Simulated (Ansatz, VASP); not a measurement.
**Zr in VASP and in Ansatz**

The input INCAR:

```
ALGO     = Fast           # electronic algorithm
EDIFF    = 1E-7           # SCF threshold, eV
ENCUT    = 520            # plane-wave cutoff, eV
GGA      = PE             # functional
ISIF     = 2              # what is computed and relaxed
ISMEAR   = 0              # smearing method
LASPH    = T              # aspherical terms in the spheres
LCHARG   = F              # write CHGCAR
LREAL    = F              # projectors in reciprocal space
LWAVE    = F              # write WAVECAR
NBANDS   = 12             # bands
NELM     = 80             # most SCF steps
PREC     = Accurate       # precision mode
SIGMA    = 0.15           # smearing width, eV
```

Contents of KPOINTS:

```
k-points
0
Gamma
  18 18 18
```

Contents of POSCAR:

```
Zr
1.0
    0.0000000000      2.3903000000      2.2550000000
    2.2550000000      0.0000000000      2.2550000000
    2.2550000000      2.3903000000      0.0000000000
Zr
1
Direct
    0.0000000000      0.0000000000      0.0000000000
```

Input for Ansatz:

```yaml
crystal:
  lattice:
    - [0.0, 2.3903, 2.255]
    - [2.255, 0.0, 2.255]
    - [2.255, 2.3903, 0.0]
  atoms:
    - { symbol: Zr, position: [0.0, 0.0, 0.0] }
basis:
  ecutwfc: 420
kpoints:
  mp_grid: { grid: [18, 18, 18] }
hamiltonian:
  xc: pbe
scf:
  occupations: { method: gaussian, width: 0.15 }
output:
  forces: true
  stress: true
  eigenvalues: true
```

Change from the starting cell: strain +0.0600 x Voigt [0, 1, 0, 0, 0, 0], atoms carried along.

Alike in both runs: task single point; functional PBE; k mesh 18 × 18 × 18; occupations gaussian, width 0.15 eV; no spin polarisation.

|  | VASP | Ansatz |
| --- | --- | --- |
| version | VASP 6.6.1 | Ansatz 0.2.0 |
| potentials or method | VASP PAW PBE potentials, release 64 (Zr_sv), cutoff 520 eV | scalar-relativistic, plane waves, PAW |
| valence electrons in the cell | 12 | 12 |

```csv
,VASP,Ansatz,Ansatz less VASP
gap on the k mesh at the Fermi level (eV),none,none,-
pressure (GPa),-3.9,-3.9,-0.02
"traceless stress, the component that is largest in VASP (GPa)",-1.30,-1.30,+0.005
```

A gap of «none» marks a metal or a gap that the smearing closes. With one functional, cell and mesh, what is left measures potentials, basis and numerics.
